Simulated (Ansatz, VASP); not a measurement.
One calculation of C, two programs

```xyz
2
Lattice="2.4578 0.0000 0.0000 -1.2289 2.1285 0.0000 0.0000 0.0000 3.5290" Properties=species:S:1:pos:R:3 pbc="T T T"
C     0.0000    1.4190    0.0000
C     1.2289    0.7095    0.0000
```

Alike in both runs: functional PBEsol; dispersion D3(BJ); k mesh 15 × 15 × 4; no spin polarisation.

Ansatz relaxed the structure, and its values are those at the end. VASP's run is a single point on that final structure, the one shown.

|  | VASP | Ansatz |
| --- | --- | --- |
| version | VASP 6.6.1 | Ansatz 0.2.0 |
| potentials or method | VASP PAW PBE potentials, release 64 (C), cutoff 520 eV | plane waves, PAW |
| occupations | fermi-dirac, width 0.1 eV | fermi-dirac |
| valence electrons in the cell | 8 | 8 |

|  | VASP | Ansatz | Ansatz less VASP |
| --- | --- | --- | --- |
| pressure (GPa) | 0.6 | 0.0 | -0.63 |

VASP's potentials were made for PBE, not for PBEsol.

The k mesh is coarse, so the values compare programs but aren't converged.
